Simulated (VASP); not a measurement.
# Tl (P-1) in VASP: single point with PBEsol

Aim: the single point of Tl with PBEsol.

Everything below comes from runs of VASP 6.6.1. Logs are shortened: lines on timing, memory, paths and dates and some standing lists are left out, and cuts for length are marked.

### Step 1. The cell of the first run

The typed cell holds 1 atom: a = 2.661 Å, b = 3.191 Å, c = 4.798 Å, α = 131.30°, β = 99.93°, γ = 104.81°.

### Step 2. Single point, PBEsol

INCAR

```
PREC = Accurate ; ENCUT = 520
EDIFF = 1E-6 ; ISMEAR = 1
SIGMA = 0.078 ; LREAL = False
LASPH = True ; NELM = 100
ALGO = Normal ; ISIF = 2
LWAVE = False ; LCHARG = False
GGA = PS ; ISYM = 0
NBANDS = 12
```

KPOINTS

```
Automatic mesh
0
Gamma
  2 3 1
  0.5 0.5 0.5
```

POSCAR

```
Tl
1.0
   -1.4824799565      1.5530024607      1.5714061304
    0.9763924493     -2.3783088931      1.8906250555
    2.4564752014      3.3523041380     -2.3967125627
Tl
1
Direct
    0.0000000000      0.0000000000      0.0000000000
```

Potentials or basis: VASP PAW PBE potentials, release 64 (Tl_d).

On the command line:

```
$ cat potpaw_PBE.64/Tl_d/POTCAR > POTCAR
$ mpirun -np 1 vasp_std > vasp.out
```

OUTCAR:

```text
PREC = Accurate
   ENCUT = 520
   EDIFF = 1E-6
   ISMEAR = 1
   LREAL = False
   LASPH = True
   NELM = 100
   ISIF = 2
   GGA = PS
   ISYM = 0

 ion  position               nearest neighbor table
   1  0.000  0.000  0.000-

IMPORTANT INFORMATION: All symmetrisations will be switched off!
NOSYMM: (Re-)initialisation of all symmetry stuff for point group C_1.

----------------------------------------------------------------------------------------

                                     Primitive cell

  volume of cell :      26.1164

  direct lattice vectors                    reciprocal lattice vectors
    -1.482479956  1.553002461  1.571406130    -0.024422491  0.267433763  0.349030619
     0.976392449 -2.378308893  1.890625055     0.344225611 -0.011756671  0.336364799
     2.456475201  3.352304138 -2.396712563     0.255526642  0.166068975  0.076942298

  length of vectors
     2.660616600  3.191262839  4.797545681     0.440385796  0.481425767  0.314313357

  position of ions in fractional coordinates (direct lattice)
     0.000000000  0.000000000  0.000000000

  ion indices of the primitive-cell ions
   primitive index   ion index
                 1           1

----------------------------------------------------------------------------------------

 KPOINTS: Automatic mesh

Automatic generation of k-mesh.
 Grid dimensions read from file:
 generate k-points for:    2    3    1

 Generating k-lattice:

  Cartesian coordinates                     Fractional coordinates (reciprocal lattice)
    -0.012211245  0.133716882  0.174515310     0.500000000  0.000000000 -0.000000000
     0.114741870 -0.003918890  0.112121600     0.000000000  0.333333333  0.000000000
     0.255526642  0.166068975  0.076942298    -0.000000000  0.000000000  1.000000000

  Length of vectors
     0.220192898  0.160475256  0.314313357

  Shift w.r.t. Gamma in fractional coordinates (k-lattice)
     0.500000000  0.500000000  0.500000000

 Subroutine IBZKPT returns following result:
 ===========================================

 Found      3 irreducible k-points:

 Following reciprocal coordinates:
            Coordinates               Weight
  0.250000  0.166667  0.500000      2.000000
 -0.250000  0.166667  0.500000      2.000000
  0.250000  0.500000  0.500000      2.000000
   k-points           NKPTS =      3   k-points in BZ     NKDIM =      3   number of bands    NBANDS=     12
   number of dos      NEDOS =    301   number of ions     NIONS =      1
   total plane-waves  NPLWV =  17280
   dimension x,y,z NGX =    20 NGY =   24 NGZ =   36
   dimension x,y,z NGXF=    40 NGYF=   48 NGZF=   72
   ions per type =               1
   NGX,Y,Z   is equivalent  to a cutoff of  12.50, 12.50, 12.47 a.u.
   NGXF,Y,Z  is equivalent  to a cutoff of  24.99, 25.01, 24.95 a.u.
 SYSTEM =  unknown system
   PREC   = accura    normal or accurate (medium, high low for compatibility)
   ISTART =      0    job   : 0-new  1-cont  2-samecut
   ICHARG =      2    charge: 1-file 2-atom 10-const
   ISPIN  =      1    spin polarized calculation?
   LNONCOLLINEAR =      F non collinear calculations
   LSORBIT =      F    spin-orbit coupling
   LASPH  =      T    aspherical Exc in radial PAW
   ENCUT  =  520.0 eV  38.22 Ry    6.18 a.u.   4.95  5.93  8.92*2*pi/ulx,y,z
   NELM   =    100;   NELMIN=  2; NELMDL= -5     # of ELM steps
   EDIFF  = 0.1E-05   stopping-criterion for ELM
   LREAL  =      F    real-space projection
   EDIFFG = 0.1E-04   stopping-criterion for IOM
   NSW    =      0    number of steps for IOM
   IBRION =     -1    ionic relax: 0-MD 1-quasi-New 2-CG
   NFREE  =      0    steps in history (QN), initial steepest desc. (CG)
   ISIF   =      2    stress and relaxation
   ISYM   =      0    0-nonsym 1-usesym 2-fastsym
   POTIM  = 0.5000    time-step for ionic-motion
   TEBEG  =    0.0;   TEEND  =   0.0 temperature during run
   PSTRESS=    0.0 pullay stress
   NELECT =      13.0000    total number of electrons
   NUPDOWN=      -1.0000    fix difference up-down
   EMIN   =  10.00;   EMAX   =-10.00  energy-range for DOS
   EFERMI =   0.00;   METHOD = LEGACY
   ISMEAR =     1;   SIGMA  =   0.08  broadening in eV -4-tet -1-fermi 0-gaus
   EFERMI_NEDOS =   21; number of points for ismear=-14 and -15
   IALGO  =     38    algorithm
   IMIX   =      4    mixing-type and parameters
     AMIX     =   0.40;   BMIX     =  1.00
     AMIX_MAG =   1.60;   BMIX_MAG =  1.00
  volume/ion in A,a.u.               =      26.12       176.24
  Fermi-wavevector in a.u.,A,eV,Ry     =   1.297433  2.451792 22.903121  1.683332
  Thomas-Fermi vector in A             =   2.428826
   LORBIT       =      0    0 simple, 1 ext, 2 COOP (PROOUT), +10 PAW based schemes
   GGA     = PS    functional components
   LHFCALC =     F    Hartree Fock is set to
   AEXX    =    0.0000 exact exchange contribution
   IVDW    =     0    specifies the selected vdW correction
   LEPSILON=     F    determine dielectric tensor
   LRPA    =     F    only Hartree local field effects (RPA)
 non-spin polarized calculation
 Methfessel and Paxton  Order N= 1 SIGMA  =   0.08
  energy-cutoff  :      520.00
  volume of cell :       26.12
 maximum number of plane-waves:       710
   NGX =  9   NGY = 11   NGZ = 17

 number of electron      13.0000002 magnetization

 Free energy of the ion-electron system (eV)
  ---------------------------------------------------
  ext. energy  EPLUGINS =         0.00000000
  ---------------------------------------------------
  free energy    TOTEN  =        -3.68694538 eV

  energy without entropy =       -3.67961091  energy(sigma->0) =       -3.68450056

 E-fermi :   6.4727     XC(G=0): -10.7890

 val. band max:        5.6446323072   @ k =  -0.2500   0.1667   0.5000
 cond. band min:       6.4726677493   @ k =   0.2500   0.5000   0.5000
 fundamental gap:      0.8280354421
 Fermi energy:         6.4726677493

 k-point     1 :       0.2500    0.1667    0.5000
  band No.  band energies     occupation
      1      -5.2133      2.00000
      2      -4.8719      2.00000
      3      -4.6751      2.00000
      4      -4.3897      2.00000
      5      -4.3208      2.00000
      6      -0.7210      2.00000
      7      10.8311      0.00000
      8      11.9139      0.00000
      9      13.0618      0.00000
     10      18.5857      0.00000
     11      21.7219      0.00000
     12      22.5926      0.00000

 k-point     2 :      -0.2500    0.1667    0.5000
  band No.  band energies     occupation
      1      -5.0908      2.00000
      2      -4.8103      2.00000
      3      -4.7141      2.00000
      4      -4.5980      2.00000
      5      -4.3248      2.00000
      6       0.8110      2.00000
      7       5.6446      2.00000
      8      14.4456      0.00000
      9      15.9554      0.00000
     10      18.4480      0.00000
     11      20.2675      0.00000
     12      22.6077      0.00000

 k-point     3 :       0.2500    0.5000    0.5000
  band No.  band energies     occupation
      1      -5.1124      2.00000
      2      -4.8505      2.00000
      3      -4.6994      2.00000
      4      -4.5106      2.00000
      5      -4.2415      2.00000
      6       1.0732      2.00000
      7       6.4727      1.00000
      8      14.2033      0.00000
      9      15.4820      0.00000
     10      17.0511      0.00000
     11      19.1839      0.00000
     12      22.5005      0.00000

------------------------ aborting loop because EDIFF is reached ----------------------------------------

  FORCE on cell =-STRESS in cart. coord.  units (eV):
  Direction    XX          YY          ZZ          XY          YZ          ZX
  --------------------------------------------------------------------------------------
  -------------------------------------------------------------------------------------
  Total       -0.5014067     -0.5058363     -0.5029439      0.0059153     -0.0004545      0.0026722
  in kB      -30.7600814    -31.0318264    -30.8543876      0.3628877     -0.0278815      0.1639304
  external PRESSURE =     -30.8820985 kB  Pullay stress =       0.0000000 kB

 VOLUME and BASIS-vectors are now :
 -----------------------------------------------------------------------------
  energy-cutoff  :      520.00
  volume of cell :       26.12
      direct lattice vectors                 reciprocal lattice vectors
    -1.482479956  1.553002461  1.571406130    -0.024422491  0.267433763  0.349030619
     0.976392449 -2.378308893  1.890625055     0.344225611 -0.011756671  0.336364799
     2.456475201  3.352304138 -2.396712563     0.255526642  0.166068975  0.076942298

 POSITION                                       TOTAL-FORCE (eV/Angst)
 -----------------------------------------------------------------------------------
      0.00000      0.00000      0.00000         0.000000      0.000000     -0.000000
 -----------------------------------------------------------------------------------
    total drift:                                0.000000      0.000000     -0.000000

  FREE ENERGIE OF THE ION-ELECTRON SYSTEM (eV)
  ---------------------------------------------------
  free  energy   TOTEN  =        -3.6869453784 eV

  energy  without entropy=       -3.6796109138  energy(sigma->0) =       -3.68450056
```

It took 1.7 s on 1 thread of Intel Xeon 6975P-C (Granite Rapids), shared host; peak memory 0.13 GiB.

Results:

```yaml
Free_energy: -3.6869 eV
Pressure: -3.1 GPa
```

Caveat: the k points lie up to 1.97 Å⁻¹ apart; the PAW data sets were made with another functional, which shifts forces and pressure a little; spin-orbit coupling is left out, which moves the levels of the heavy elements.
